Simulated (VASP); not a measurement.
Runs of VASP 6.6.1 on AlN. The structure is that of space group P6_3mc (No. 186), or close to it. The cells are those of the table. 

```tsv
cell	gap on the mesh (eV)	pressure (GPa)	largest force (eV/Å)
a = 3.194, b = 3.194, c = 5.110 Å, angles 90.0, 90.0, 120.0°, 4 atoms	3.58	-17.0	0.07
a = 3.113, b = 3.113, c = 4.981 Å, angles 90.0, 90.0, 120.0°, 4 atoms	4.25	-4.1	0.12
a = 3.154, b = 3.154, c = 5.047 Å, angles 90.0, 90.0, 120.0°, 4 atoms	3.90	-11.2	0.09
a = 3.028, b = 3.028, c = 4.844 Å, angles 90.0, 90.0, 120.0°, 4 atoms	5.00	15.2	0.19
a = 3.071, b = 3.071, c = 4.914 Å, angles 90.0, 90.0, 120.0°, 4 atoms	4.61	4.6	(b)
a = 2.983, b = 2.983, c = 4.773 Å, angles 90.0, 90.0, 120.0°, 4 atoms	5.20	(a)	0.23
a = 3.233, b = 3.233, c = 5.173 Å, angles 90.0, 90.0, 120.0°, 4 atoms	3.28	-21.7	0.05
```

Alike in all rows: task single point; level LDA; potentials or basis VASP PAW LDA potentials, release 64 (Al, N); no spin polarisation; k mesh 7 × 7 × 4; cutoff (eV) 520; smearing gaussian 0.01 eV.

Problem. Estimate the missing entries.

Solution. (a) 28.2; (b) 0.15.

A k mesh can miss the band edges.
